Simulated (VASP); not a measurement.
Here is a VASP 6.6.1 calculation.

Contents of INCAR:

```
ALGO = Fast ; EDIFF = 1E-6
EDIFFG = -0.005 ; ENCUT = 600
GGA = CA ; IBRION = 2
ISIF = 3 ; ISMEAR = 0
LASPH = True ; LCHARG = False
LREAL = False ; LWAVE = False
NELM = 80 ; NSW = 100
PREC = Accurate ; SIGMA = 0.1
```

File KPOINTS:

```
k-points
0
Gamma
  10 10 10
```

The input POSCAR:

```
HgPt3
1.0
    3.9726881452      0.0000000000      0.0000000000
    0.0000000000      3.9726881452      0.0000000000
    0.0000000000      0.0000000000      3.9726881452
Hg Pt
1 3
Direct
    0.0000000000      0.0000000000      0.0000000000
    0.0000000000      0.5000000000      0.5000000000
    0.5000000000      0.5000000000      0.0000000000
    0.5000000000      0.0000000000      0.5000000000
```

Potentials or basis: VASP PAW LDA potentials, release 64 (Hg, Pt).

Launch:

```bash
$ cat potpaw_LDA.64/Hg/POTCAR potpaw_LDA.64/Pt/POTCAR > POTCAR
$ mpirun -np 1 vasp_std > vasp.out
```

What does it give for the relaxed cell?

a = 3.982 Å, b = 3.982 Å, c = 3.982 Å, α = 90.00°, β = 90.00°, γ = 90.00°.

Predict the relaxed volume.

15.79 Å³/atom.

Final structure:
```yaml
crystal:
  lattice:
    - [3.98247, 0.00000, 0.00000]
    - [0.00000, 3.98247, 0.00000]
    - [0.00000, 0.00000, 3.98247]
  atoms:
    - { symbol: Hg, position: [0.00000, 0.00000, 0.00000] }
    - { symbol: Pt, position: [0.00000, 0.50000, 0.50000] }
    - { symbol: Pt, position: [0.50000, 0.50000, 0.00000] }
    - { symbol: Pt, position: [0.50000, 0.00000, 0.50000] }
```
